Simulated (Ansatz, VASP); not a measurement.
One calculation of Hg, two programs

Contents of INCAR:

```
SYSTEM = Hg
PREC = Accurate
ENCUT = 520
EDIFF = 1E-6
ISMEAR = 0
SIGMA = 0.05
LREAL = .False.
LASPH = .True.
NELM = 100
ALGO = Normal
ISIF = 2
LWAVE = .False.
LCHARG = .True.
GGA = PE
LELF = .True.
LVHAR = .True.
NBANDS = 12
```

The input KPOINTS:

```
regular mesh
0
Gamma
  12 12 12
  0 0 0
```

POSCAR

```
Hg
1.0
    0.0000000000      2.3229047368      2.3229047368
    2.3229047368      0.0000000000      2.3229047368
    2.3229047368      2.3229047368      0.0000000000
Hg
1
Direct
    0.0000000000      0.0000000000      0.0000000000
```

Input for Ansatz:

```yaml
crystal:
  lattice:
    - [0.0, 2.3229047368, 2.3229047368]
    - [2.3229047368, 0.0, 2.3229047368]
    - [2.3229047368, 2.3229047368, 0.0]
  atoms:
    - { symbol: Hg, position: [0.0, 0.0, 0.0] }
basis:
  ecutwfc: 420
kpoints:
  mp_grid: { grid: [12, 12, 12] }
hamiltonian:
  xc: pbe
scf:
  occupations: { method: gaussian, width: 0.05 }
output:
  forces: true
  stress: true
  eigenvalues: true
```

Alike in both runs: task single point; functional PBE; k mesh 12 × 12 × 12; occupations gaussian, width 0.05 eV; no spin polarisation.

|  | VASP | Ansatz |
| --- | --- | --- |
| version | VASP 6.6.1 | Ansatz 0.2.0 |
| potentials or method | VASP PAW PBE potentials, release 64 (Hg), cutoff 520 eV | scalar-relativistic, plane waves, PAW |
| valence electrons in the cell | 12 | 20 |

Ansatz gave:

- gap on the k mesh at the Fermi level (eV): none
- pressure (GPa): 2.6

Problem. Which values does VASP return?

Solution. gap on the k mesh at the Fermi level (eV): none; pressure (GPa): 2.8.

A gap of «none» marks a metal or a gap that the smearing closes. The functional is the same, so the differences come from potentials, cutoffs and numerics. VASP's potentials hold 12 valence electrons a cell and Ansatz's 20, so a difference there can come from the potentials and not from the codes.

Spin-orbit coupling is off throughout.
